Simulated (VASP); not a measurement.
# Ba (Pm-3m) in VASP: a series of runs

Runs on Ba. Level: r2SCAN. Tasks: single point.

All numbers are computed with VASP 6.6.1; they aren't measurements. Logs are shortened: lines on timing, memory, paths and dates and some standing lists are left out, and cuts for length are marked.

## 1. The cell of the first run

The structure is cubic, space group Pm-3m (No. 221). The conventional cell has a = 3.746 Å, b = 3.746 Å, c = 3.746 Å, α = 90.00°, β = 90.00°, γ = 90.00°. Within 4.9 Å of Ba (site symmetry m-3m) lie 6 Ba at 3.75 Å.

## 2. Single point, r2SCAN (volume scaled by 0.88)

The input, POSCAR:

```
Ba
1.0
    3.7456077657      0.0000000000      0.0000000000
    0.0000000000      3.7456077657      0.0000000000
    0.0000000000      0.0000000000      3.7456077657
Ba
1
Direct
    0.0000000000      0.0000000000      0.0000000000
```

The input, INCAR.step1:

```
PREC = Accurate
ENCUT = 520
ISMEAR = -1
SIGMA = 0.1
LREAL = F
LASPH = T
NELM = 80
NBANDS = 11
GGA = PE
ALGO = Normal
EDIFF = 1E-4
LWAVE = T
LCHARG = F
```

The input, INCAR.step2:

```
PREC = Accurate
ENCUT = 520
EDIFF = 1E-6
ISMEAR = -1
SIGMA = 0.1
LREAL = F
LASPH = T
NELM = 80
ALGO = Normal
ISIF = 2
LWAVE = F
LCHARG = F
METAGGA = R2SCAN
LMIXTAU = T
NBANDS = 11
ISTART = 1
```

The input, KPOINTS:

```
regular mesh
0
Gamma
  9 9 9
```

Potentials or basis: VASP PAW PBE potentials, release 64 (Ba_sv).

On the command line:

```bash
$ cat potpaw_PBE.64/Ba_sv/POTCAR > POTCAR
$ cp INCAR.step1 INCAR
$ mpirun -np 1 vasp_std > vasp.out
$ cp INCAR.step2 INCAR
$ mpirun -np 1 vasp_std > vasp.out
```

OUTCAR:

```text
PREC = Accurate
   ENCUT = 520
   EDIFF = 1E-6
   ISMEAR = -1
   LREAL = F
   LASPH = T
   NELM = 80
   ISIF = 2
   METAGGA = R2SCAN
   ISTART = 1

 ion  position               nearest neighbor table
   1  0.000  0.000  0.000-

  LATTYP: Found a simple cubic cell.
 ALAT       =     3.7456077657

  Lattice vectors:

 A1 = (   3.7456077657,   0.0000000000,   0.0000000000)
 A2 = (   0.0000000000,   3.7456077657,   0.0000000000)
 A3 = (   0.0000000000,   0.0000000000,   3.7456077657)

Analysis of symmetry for initial positions (statically):
=====================================================================
 Subroutine PRICEL returns:
 Original cell was already a primitive cell.

 Routine SETGRP: Setting up the symmetry group for a
 simple cubic supercell.

 Subroutine GETGRP returns: Found 48 space group operations
 (whereof 48 operations were pure point group operations)
 out of a pool of 48 trial point group operations.

The static configuration has the point symmetry O_h .

Analysis of symmetry for dynamics (positions and initial velocities):
=====================================================================
 Subroutine PRICEL returns:
 Original cell was already a primitive cell.

 Routine SETGRP: Setting up the symmetry group for a
 simple cubic supercell.

 Subroutine GETGRP returns: Found 48 space group operations
 (whereof 48 operations were pure point group operations)
 out of a pool of 48 trial point group operations.

The dynamic configuration has the point symmetry O_h .

 Subroutine INISYM returns: Found 48 space group operations
 (whereof 48 operations are pure point group operations),
 and found     1 'primitive' translations

----------------------------------------------------------------------------------------

                                     Primitive cell

  volume of cell :      52.5493

  direct lattice vectors                    reciprocal lattice vectors
     3.745607766  0.000000000  0.000000000     0.266979370  0.000000000  0.000000000
     0.000000000  3.745607766  0.000000000     0.000000000  0.266979370  0.000000000
     0.000000000  0.000000000  3.745607766     0.000000000  0.000000000  0.266979370

  length of vectors
[... 81 lines left out ...]
   LREAL  =      F    real-space projection
   EDIFFG = 0.1E-04   stopping-criterion for IOM
   NSW    =      0    number of steps for IOM
   IBRION =     -1    ionic relax: 0-MD 1-quasi-New 2-CG
   NFREE  =      0    steps in history (QN), initial steepest desc. (CG)
   ISIF   =      2    stress and relaxation
   ISYM   =      2    0-nonsym 1-usesym 2-fastsym
   POTIM  = 0.5000    time-step for ionic-motion
   TEBEG  =    0.0;   TEEND  =   0.0 temperature during run
   PSTRESS=    0.0 pullay stress
   NELECT =      10.0000    total number of electrons
   NUPDOWN=      -1.0000    fix difference up-down
   EMIN   =  10.00;   EMAX   =-10.00  energy-range for DOS
   EFERMI =   0.00;   METHOD = LEGACY
   ISMEAR =    -1;   SIGMA  =   0.10  broadening in eV -4-tet -1-fermi 0-gaus
   EFERMI_NEDOS =   21; number of points for ismear=-14 and -15
   IALGO  =     38    algorithm
   IMIX   =      4    mixing-type and parameters
     AMIX     =   0.40;   BMIX     =  1.00
     AMIX_MAG =   1.60;   BMIX_MAG =  1.00
  volume/ion in A,a.u.               =      52.55       354.62
  Fermi-wavevector in a.u.,A,eV,Ry     =   0.941642  1.779446 12.064148  0.886690
  Thomas-Fermi vector in A             =   2.069173
   LORBIT       =      0    0 simple, 1 ext, 2 COOP (PROOUT), +10 PAW based schemes
   METAGGA = R2SCAN    functional components
   LHFCALC =     F    Hartree Fock is set to
   AEXX    =    0.0000 exact exchange contribution
   IVDW    =     0    specifies the selected vdW correction
   LEPSILON=     F    determine dielectric tensor
   LRPA    =     F    only Hartree local field effects (RPA)
 non-spin polarized calculation
  energy-cutoff  :      520.00
  volume of cell :       52.55
 maximum number of plane-waves:      1428
 NGX is ok and might be reduce to    28
   NGX = 13   NGY = 13   NGZ = 13

 number of electron       9.9999999 magnetization

 Free energy of the ion-electron system (eV)
  ---------------------------------------------------
  ext. energy  EPLUGINS =         0.00000000
  ---------------------------------------------------
  free energy    TOTEN  =       -26.15397083 eV

  energy without entropy =      -26.13009235  energy(sigma->0) =      -26.14203159

 E-fermi :   2.3325     XC(G=0):  -8.4605

 val. band max:        2.2515632554   @ k =   0.4444   0.1111   0.1111
 cond. band min:       2.4077733449   @ k =   0.0000   0.0000   0.0000
 fundamental gap:      0.1562100895
 Fermi energy:         2.3324535734

 k-point     1 :       0.0000    0.0000    0.0000
  band No.  band energies     occupation
      1     -27.7821      2.00000
      2     -12.0249      2.00000
      3     -12.0249      2.00000
      4     -12.0249      2.00000
      5      -0.3464      2.00000
      6       2.4078      0.64025
      7       2.4078      0.64025
      8       8.2440      0.00000
      9       8.2440      0.00000
     10       8.2440      0.00000
     11      11.4230      0.00000
[... 309 lines left out ...]
 k-point    24 :       0.4444    0.3333    0.1111
  band No.  band energies     occupation
      1     -27.5797      2.00000
      2     -12.9527      2.00000
      3     -12.7026      2.00000
      4     -11.9700      2.00000
      5       1.4762      1.99962
      6       3.5004      0.00002
      7       4.6814      0.00000
      8       5.1243      0.00000
      9       6.7137      0.00000
     10       7.5539      0.00000
     11      10.3513      0.00000

 [... further k-points ...]

------------------------ aborting loop because EDIFF is reached ----------------------------------------

  FORCE on cell =-STRESS in cart. coord.  units (eV):
  Direction    XX          YY          ZZ          XY          YZ          ZX
  --------------------------------------------------------------------------------------
  -------------------------------------------------------------------------------------
  Total        0.5269581      0.5269581      0.5269581      0.0000000     -0.0000000     -0.0000000
  in kB       16.0664438     16.0664438     16.0664438      0.0000000     -0.0000000     -0.0000000
  external PRESSURE =      16.0664438 kB  Pullay stress =       0.0000000 kB

 VOLUME and BASIS-vectors are now :
 -----------------------------------------------------------------------------
  energy-cutoff  :      520.00
  volume of cell :       52.55
      direct lattice vectors                 reciprocal lattice vectors
     3.745607766  0.000000000  0.000000000     0.266979370  0.000000000  0.000000000
     0.000000000  3.745607766  0.000000000     0.000000000  0.266979370  0.000000000
     0.000000000  0.000000000  3.745607766     0.000000000  0.000000000  0.266979370

 POSITION                                       TOTAL-FORCE (eV/Angst)
 -----------------------------------------------------------------------------------
      0.00000      0.00000      0.00000         0.000000      0.000000      0.000000
 -----------------------------------------------------------------------------------
    total drift:                               -0.000000      0.000000     -0.000000

  FREE ENERGIE OF THE ION-ELECTRON SYSTEM (eV)
  ---------------------------------------------------
  free  energy   TOTEN  =       -26.1539708275 eV

  energy  without entropy=      -26.1300923524  energy(sigma->0) =      -26.14203159
```

Wall time 34 s (1 thread of Intel Xeon 6975P-C (Granite Rapids), shared host); peak memory 0.16 GiB.

What came out:

- Free energy: -26.1540 eV
- Pressure: 1.6 GPa
- Band gap on the k mesh: zero (band 5 reaches 2.25 eV, above the bottom of band 6 at 2.23 eV)

Caveat: the PAW data sets were made with another functional, which shifts forces and pressure a little; spin-orbit coupling is left out, which moves the levels of the heavy elements.

## 3. Single point, r2SCAN (volume scaled by 0.92)

The input, POSCAR:

```
Ba
1.0
    3.8015206025      0.0000000000      0.0000000000
    0.0000000000      3.8015206025      0.0000000000
    0.0000000000      0.0000000000      3.8015206025
Ba
1
Direct
    0.0000000000      0.0000000000      0.0000000000
```

The input, INCAR.step1:

```
PREC = Accurate
ENCUT = 520
ISMEAR = -1
SIGMA = 0.1
LREAL = False
LASPH = True
NELM = 60
NBANDS = 11
GGA = PE
ALGO = Normal
EDIFF = 1E-4
LWAVE = True
LCHARG = False
```

The input, INCAR.step2:

```
PREC = Accurate
ENCUT = 520
EDIFF = 1E-6
ISMEAR = -1
SIGMA = 0.1
LREAL = False
LASPH = True
NELM = 60
ALGO = Normal
ISIF = 2
LWAVE = False
LCHARG = False
METAGGA = R2SCAN
LMIXTAU = True
NBANDS = 11
ISTART = 1
```

KPOINTS is that of step 2.

Potentials or basis: VASP PAW PBE potentials, release 64 (Ba_sv).

On the command line:

```bash
$ cat potpaw_PBE.64/Ba_sv/POTCAR > POTCAR
$ cp INCAR.step1 INCAR
$ mpirun -np 1 vasp_std > vasp.out
$ cp INCAR.step2 INCAR
$ mpirun -np 1 vasp_std > vasp.out
```

OUTCAR:

```text
PREC = Accurate
   ENCUT = 520
   EDIFF = 1E-6
   ISMEAR = -1
   LREAL = False
   LASPH = True
   NELM = 60
   ISIF = 2
   METAGGA = R2SCAN
   ISTART = 1

 ion  position               nearest neighbor table
   1  0.000  0.000  0.000-

  LATTYP: Found a simple cubic cell.
 ALAT       =     3.8015206025

  Lattice vectors:

 A1 = (   3.8015206025,   0.0000000000,   0.0000000000)
 A2 = (   0.0000000000,   3.8015206025,   0.0000000000)
 A3 = (   0.0000000000,   0.0000000000,   3.8015206025)

Analysis of symmetry for initial positions (statically):
=====================================================================
 Subroutine PRICEL returns:
 Original cell was already a primitive cell.

 Routine SETGRP: Setting up the symmetry group for a
 simple cubic supercell.

 Subroutine GETGRP returns: Found 48 space group operations
 (whereof 48 operations were pure point group operations)
 out of a pool of 48 trial point group operations.

The static configuration has the point symmetry O_h .

Analysis of symmetry for dynamics (positions and initial velocities):
[... 162 lines left out ...]

 k-point     1 :       0.0000    0.0000    0.0000
  band No.  band energies     occupation
      1     -27.9876      2.00000
      2     -12.2901      2.00000
      3     -12.2901      2.00000
      4     -12.2901      2.00000
      5      -0.5280      2.00000
      6       2.2738      0.47720
      7       2.2738      0.47720
      8       7.8394      0.00000
      9       7.8394      0.00000
     10       7.8394      0.00000
     11      10.9545      0.00000
[... 309 lines left out ...]
 k-point    24 :       0.4444    0.3333    0.1111
  band No.  band energies     occupation
      1     -27.8158      2.00000
      2     -13.1152      2.00000
      3     -12.8924      2.00000
      4     -12.2424      2.00000
      5       1.3662      1.99927
      6       3.2468      0.00004
      7       4.4360      0.00000
      8       4.8343      0.00000
      9       6.3478      0.00000
     10       7.1245      0.00000
     11       9.8631      0.00000

 [... further k-points ...]

------------------------ aborting loop because EDIFF is reached ----------------------------------------

  FORCE on cell =-STRESS in cart. coord.  units (eV):
  Direction    XX          YY          ZZ          XY          YZ          ZX
  --------------------------------------------------------------------------------------
  -------------------------------------------------------------------------------------
  Total        0.3636217      0.3636217      0.3636217     -0.0000000     -0.0000000      0.0000000
  in kB       10.6044541     10.6044541     10.6044541     -0.0000000     -0.0000000      0.0000000
  external PRESSURE =      10.6044541 kB  Pullay stress =       0.0000000 kB

 VOLUME and BASIS-vectors are now :
 -----------------------------------------------------------------------------
  energy-cutoff  :      520.00
  volume of cell :       54.94
      direct lattice vectors                 reciprocal lattice vectors
     3.801520603  0.000000000  0.000000000     0.263052632  0.000000000  0.000000000
     0.000000000  3.801520603  0.000000000     0.000000000  0.263052632  0.000000000
     0.000000000  0.000000000  3.801520603     0.000000000  0.000000000  0.263052632

 POSITION                                       TOTAL-FORCE (eV/Angst)
 -----------------------------------------------------------------------------------
      0.00000      0.00000      0.00000         0.000000      0.000000      0.000000
 -----------------------------------------------------------------------------------
    total drift:                               -0.000000      0.000000     -0.000000

  FREE ENERGIE OF THE ION-ELECTRON SYSTEM (eV)
  ---------------------------------------------------
  free  energy   TOTEN  =       -26.1737657861 eV

  energy  without entropy=      -26.1508656577  energy(sigma->0) =      -26.16231572
```

OSZICAR.step1:

```text
N       E                     dE             d eps       ncg     rms          rms(c)
DAV:   1     0.548365937052E+02    0.54837E+02   -0.44052E+03   770   0.765E+02
DAV:   2     0.114828567899E+01   -0.53688E+02   -0.52184E+02   955   0.139E+02
DAV:   3    -0.153404090064E+01   -0.26823E+01   -0.26603E+01  1004   0.311E+01
DAV:   4    -0.159203891061E+01   -0.57998E-01   -0.57910E-01   991   0.432E+00
DAV:   5    -0.159380836265E+01   -0.17695E-02   -0.17692E-02  1054   0.540E-01    0.222E+00
DAV:   6    -0.158713916798E+01    0.66692E-02   -0.10772E-02   988   0.809E-01    0.128E+00
DAV:   7    -0.158469303134E+01    0.24461E-02   -0.19380E-02   967   0.118E+00    0.717E-02
DAV:   8    -0.158501458623E+01   -0.32155E-03   -0.60065E-04   922   0.210E-01    0.242E-02
DAV:   9    -0.158501658914E+01   -0.20029E-05   -0.83659E-06   484   0.225E-02
   1 F= -.15850166E+01 E0= -.15680267E+01  d E =-.339798E-01
```

Wall time 36 s (1 thread of Intel Xeon 6975P-C (Granite Rapids), shared host); peak memory 0.17 GiB.

Results:

* Free energy: -26.1738 eV
* Pressure: 1.1 GPa

Caveat: the PAW data sets were made with another functional, which shifts forces and pressure a little; spin-orbit coupling is left out, which moves the levels of the heavy elements.
